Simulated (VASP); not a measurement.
# Sn (Immm) in VASP: single point with r2SCAN

Aim: the single point of Sn with r2SCAN.

All numbers are computed with VASP 6.6.1; they aren't measurements. Logs are shortened: lines on timing, memory, paths and dates and some standing lists are left out, and cuts for length are marked.

## Step 1: The cell of the first run

Symmetry: Immm, No. 71, orthorhombic system. Conventional cell: a = 3.280 Å, b = 3.374 Å, c = 4.911 Å, α = 90.00°, β = 90.00°, γ = 90.00°. Within 4.3 Å of Sn (site symmetry mmm) lie 12 Sn at 3.28 to 3.40 Å.

## Step 2: Single point, r2SCAN (strain -0.050 along x and y, +0.050 along z)

The input, POSCAR:

```
Sn
1.0
   -1.6402120500      1.6867696500      2.4552591000
    1.6402120500     -1.6867696500      2.4552591000
    1.6402120500      1.6867696500     -2.4552591000
Sn
1
Direct
    0.0000000000      0.0000000000      0.0000000000
```

The input, INCAR.step1:

```
PREC = Accurate ; ENCUT = 520
ISMEAR = 0 ; SIGMA = 0.15
LREAL = False ; LASPH = True
NELM = 80 ; NBANDS = 13
GGA = PE ; ALGO = Normal
EDIFF = 1E-4 ; LWAVE = True
LCHARG = False
```

The input, INCAR.step2:

```
PREC = Accurate ; ENCUT = 520
EDIFF = 1E-7 ; ISMEAR = 0
SIGMA = 0.15 ; LREAL = False
LASPH = True ; NELM = 80
ALGO = Normal ; ISIF = 2
LWAVE = False ; LCHARG = False
METAGGA = R2SCAN ; LMIXTAU = True
NBANDS = 13 ; ISTART = 1
```

The input, KPOINTS:

```
regular mesh
0
Gamma
  20 20 20
```

Potentials or basis: VASP PAW PBE potentials, release 64 (Sn_d).

Command:

```
$ cat potpaw_PBE.64/Sn_d/POTCAR > POTCAR
$ cp INCAR.step1 INCAR
$ mpirun -np 1 vasp_std > vasp.out
$ cp INCAR.step2 INCAR
$ mpirun -np 1 vasp_std > vasp.out
```

OUTCAR:

```text
PREC = Accurate
   ENCUT = 520
   EDIFF = 1E-7
   ISMEAR = 0
   LREAL = False
   LASPH = True
   NELM = 80
   ISIF = 2
   METAGGA = R2SCAN
   ISTART = 1

 ion  position               nearest neighbor table
   1  0.000  0.000  0.000-

  LATTYP: Found a body centered orthorhombic cell.
 ALAT       =     3.2804241000
 B/A-ratio  =     1.0283851103
 C/A-ratio  =     1.4969156579

  Lattice vectors:

 A1 = (  -1.6402120500,   1.6867696500,   2.4552591000)
 A2 = (   1.6402120500,  -1.6867696500,   2.4552591000)
 A3 = (   1.6402120500,   1.6867696500,  -2.4552591000)

Analysis of symmetry for initial positions (statically):
=====================================================================
 Subroutine PRICEL returns:
 Original cell was already a primitive cell.

 Routine SETGRP: Setting up the symmetry group for a
 body centered orthorhombic supercell.

 Subroutine GETGRP returns: Found  8 space group operations
 (whereof  8 operations were pure point group operations)
 out of a pool of  8 trial point group operations.

The static configuration has the point symmetry D_2h.

Analysis of symmetry for dynamics (positions and initial velocities):
=====================================================================
 Subroutine PRICEL returns:
 Original cell was already a primitive cell.

 Routine SETGRP: Setting up the symmetry group for a
 body centered orthorhombic supercell.

 Subroutine GETGRP returns: Found  8 space group operations
 (whereof  8 operations were pure point group operations)
 out of a pool of  8 trial point group operations.

The dynamic configuration has the point symmetry D_2h.

 Subroutine INISYM returns: Found  8 space group operations
 (whereof  8 operations are pure point group operations),
 and found     1 'primitive' translations

----------------------------------------------------------------------------------------

                                     Primitive cell

  volume of cell :      27.1715

  direct lattice vectors                    reciprocal lattice vectors
    -1.640212050  1.686769650  2.455259100     0.000000000  0.296424589  0.203644495
     1.640212050 -1.686769650  2.455259100     0.304838634  0.000000000  0.203644495
     1.640212050  1.686769650 -2.455259100     0.304838634  0.296424589  0.000000000

  length of vectors
     3.400556523  3.400556523  3.400556523     0.359636785  0.366602882  0.425198929

  position of ions in fractional coordinates (direct lattice)
     0.000000000  0.000000000  0.000000000

  ion indices of the primitive-cell ions
   primitive index   ion index
                 1           1

[... 81 lines left out ...]
   PSTRESS=    0.0 pullay stress
   NELECT =      14.0000    total number of electrons
   NUPDOWN=      -1.0000    fix difference up-down
   EMIN   =  10.00;   EMAX   =-10.00  energy-range for DOS
   EFERMI =   0.00;   METHOD = LEGACY
   ISMEAR =     0;   SIGMA  =   0.15  broadening in eV -4-tet -1-fermi 0-gaus
   EFERMI_NEDOS =   21; number of points for ismear=-14 and -15
   IALGO  =     38    algorithm
   IMIX   =      4    mixing-type and parameters
     AMIX     =   0.40;   BMIX     =  1.00
     AMIX_MAG =   1.60;   BMIX_MAG =  1.00
  volume/ion in A,a.u.               =      27.17       183.36
  Fermi-wavevector in a.u.,A,eV,Ry     =   1.312441  2.480154 23.436056  1.722502
  Thomas-Fermi vector in A             =   2.442833
   LORBIT       =      0    0 simple, 1 ext, 2 COOP (PROOUT), +10 PAW based schemes
   METAGGA = R2SCAN    functional components
   LHFCALC =     F    Hartree Fock is set to
   AEXX    =    0.0000 exact exchange contribution
   IVDW    =     0    specifies the selected vdW correction
   LEPSILON=     F    determine dielectric tensor
   LRPA    =     F    only Hartree local field effects (RPA)
 non-spin polarized calculation
 Gauss-broadening in eV      SIGMA  =   0.15
  energy-cutoff  :      520.00
  volume of cell :       27.17
 maximum number of plane-waves:       747
 NGX is ok and might be reduce to    28
   NGX = 13   NGY = 13   NGZ = 13

 number of electron      14.0000000 magnetization

 Free energy of the ion-electron system (eV)
  ---------------------------------------------------
  ext. energy  EPLUGINS =         0.00000000
  ---------------------------------------------------
  free energy    TOTEN  =       -24.50539415 eV

  energy without entropy =      -24.50008953  energy(sigma->0) =      -24.50274184

 E-fermi :   8.1274     XC(G=0): -11.2770

 val. band max:        8.1266230642   @ k =   0.3500  -0.2500   0.0500
 cond. band min:       8.1277199758   @ k =   0.2000   0.3000   0.1000
 fundamental gap:      0.0010969117
 Fermi energy:         8.1274286283

 k-point     1 :       0.0000    0.0000    0.0000
  band No.  band energies     occupation
      1     -14.2034      2.00000
      2     -14.1779      2.00000
      3     -14.1597      2.00000
      4     -14.1134      2.00000
      5     -14.0776      2.00000
      6      -3.6373      2.00000
      7      15.8950      0.00000
      8      16.2796      0.00000
      9      16.6375      0.00000
     10      19.4321      0.00000
     11      20.1895      0.00000
     12      20.2735      0.00000
     13      20.9825      0.00000
[... 354 lines left out ...]
  band No.  band energies     occupation
      1     -14.1908      2.00000
      2     -14.1803      2.00000
      3     -14.1451      2.00000
      4     -14.0370      2.00000
      5     -14.0240      2.00000
      6      -0.4806      2.00000
      7       5.1631      2.00000
      8      13.6272      0.00000
      9      14.7616      0.00000
     10      18.1783      0.00000
     11      19.3952      0.00000
     12      20.3382      0.00000
     13      21.2738      0.00000

 [... further k-points ...]

------------------------ aborting loop because EDIFF is reached ----------------------------------------

  FORCE on cell =-STRESS in cart. coord.  units (eV):
  Direction    XX          YY          ZZ          XY          YZ          ZX
  --------------------------------------------------------------------------------------
  -------------------------------------------------------------------------------------
  Total        0.0997307     -0.0361007      0.0674073     -0.0000000      0.0000000      0.0000000
  in kB        5.8806650     -2.1286952      3.9747002     -0.0000000      0.0000000      0.0000000
  external PRESSURE =       2.5755567 kB  Pullay stress =       0.0000000 kB

 VOLUME and BASIS-vectors are now :
 -----------------------------------------------------------------------------
  energy-cutoff  :      520.00
  volume of cell :       27.17
      direct lattice vectors                 reciprocal lattice vectors
    -1.640212050  1.686769650  2.455259100     0.000000000  0.296424589  0.203644495
     1.640212050 -1.686769650  2.455259100     0.304838634  0.000000000  0.203644495
     1.640212050  1.686769650 -2.455259100     0.304838634  0.296424589  0.000000000

 POSITION                                       TOTAL-FORCE (eV/Angst)
 -----------------------------------------------------------------------------------
      0.00000      0.00000      0.00000         0.000000      0.000000      0.000000
 -----------------------------------------------------------------------------------
    total drift:                               -0.000000     -0.000000     -0.000000

  FREE ENERGIE OF THE ION-ELECTRON SYSTEM (eV)
  ---------------------------------------------------
  free  energy   TOTEN  =       -24.5053941452 eV

  energy  without entropy=      -24.5000895252  energy(sigma->0) =      -24.50274184
```

OSZICAR.step1:

```text
N       E                     dE             d eps       ncg     rms          rms(c)
DAV:   1     0.811789632143E+02    0.81179E+02   -0.71900E+03 31216   0.161E+03
DAV:   2     0.192425316992E+01   -0.79255E+02   -0.76719E+02 32031   0.342E+02
DAV:   3    -0.367658796130E+01   -0.56008E+01   -0.55800E+01 36032   0.735E+01
DAV:   4    -0.379158994995E+01   -0.11500E+00   -0.11498E+00 37129   0.113E+01
DAV:   5    -0.379544940680E+01   -0.38595E-02   -0.38593E-02 39848   0.202E+00    0.131E+00
DAV:   6    -0.378621864868E+01    0.92308E-02   -0.93632E-03 39408   0.166E+00    0.726E-01
DAV:   7    -0.378303733491E+01    0.31813E-02   -0.61783E-03 39526   0.131E+00    0.928E-02
DAV:   8    -0.378291013277E+01    0.12720E-03   -0.65199E-04 37721   0.432E-01    0.217E-02
DAV:   9    -0.378290911752E+01    0.10152E-05   -0.93997E-06 21403   0.457E-02
   1 F= -.37829091E+01 E0= -.37800120E+01  d E =-.579430E-02
```

It took 21 min on 1 thread of Intel Xeon Platinum 8124M at 3.00GHz (Skylake/Cascade Lake), shared host; peak memory 0.48 GiB.

Results:

```yaml
Free_energy: -24.5054 eV
Pressure: 0.3 GPa
Band_gap_on_the_k_mesh: zero (band 7 reaches 15.89 eV, above the bottom of band 8 at 5.83 eV)
```

Levels at points of the mesh, in eV from the Fermi level:
| k point | band 5 | band 6 | band 7 | band 8 | band 9 | band 10 |
| --- | --- | --- | --- | --- | --- | --- |
| (0.00, 0.00, 0.00) | -22.21 | -11.76 | 7.77 | 8.15 | 8.51 | 11.30 |
| (0.50, 0.00, 0.00) | -22.14 | -7.26 | -4.99 | 5.69 | 6.77 | 10.18 |
| (0.00, 0.50, 0.00) | -22.12 | -6.94 | -4.92 | 5.59 | 6.25 | 10.32 |
| (0.50, 0.50, 0.00) | -22.10 | -4.76 | -3.84 | 1.77 | 2.11 | 5.73 |
| (0.50, 0.50, 0.50) | -22.12 | -5.48 | -4.21 | 2.14 | 2.92 | 5.98 |

Caveat: the cell differs from its parent crystal (strain -0.050 along x and y, +0.050 along z); the PAW data sets were made with another functional, which shifts forces and pressure a little; spin-orbit coupling is left out, which moves the levels of the heavy elements.
